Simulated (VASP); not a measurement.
Here is a VASP 6.6.1 calculation.

INCAR

```
PREC = Accurate ; ENCUT = 540
EDIFF = 1E-6 ; ISMEAR = -1
SIGMA = 0.05 ; LREAL = F
LASPH = T ; NELM = 120
ALGO = Normal ; ISIF = 2
LWAVE = F ; LCHARG = F
GGA = B5 ; ALDAX = 1.0
AGGAX = 1.0 ; AGGAC = 1.0
ALDAC = 0.0 ; IVDW = 13
VDW_S6 = 1.0 ; VDW_S8 = 2.34076671
VDW_A1 = 0.44488865 ; VDW_A2 = 4.0933009
NBANDS = 16 ; GGA_COMPAT = F
```

The input KPOINTS:

```
regular mesh
0
Gamma
  11 11 11
```

Contents of POSCAR:

```
Au
1.0
    0.0000000000      2.0758622791      2.0758622791
    2.0758622791      0.0000000000      2.0758622791
    2.0758622791      2.0758622791      0.0000000000
Au
1
Direct
    0.0000000000      0.0000000000      0.0000000000
```

Potentials or basis: VASP PAW PBE potentials, release 64 (Au_sv_GW).

Launch:

```bash
$ cat potpaw_PBE.64/Au_sv_GW/POTCAR > POTCAR
$ mpirun -np 1 vasp_std > vasp.out
```

(1) Estimate the band gap on the k mesh.

(2) Predict the pressure.

## Answers

(1) zero (an odd number of electrons rules out a gap without spin polarisation).

(2) 0.1 GPa.

Caveat: the dispersion term is far too large for a dense solid, which distorts pressure and volume; the PAW data sets were made with another functional, which shifts forces and pressure a little; spin-orbit coupling is left out, which moves the levels of the heavy elements.
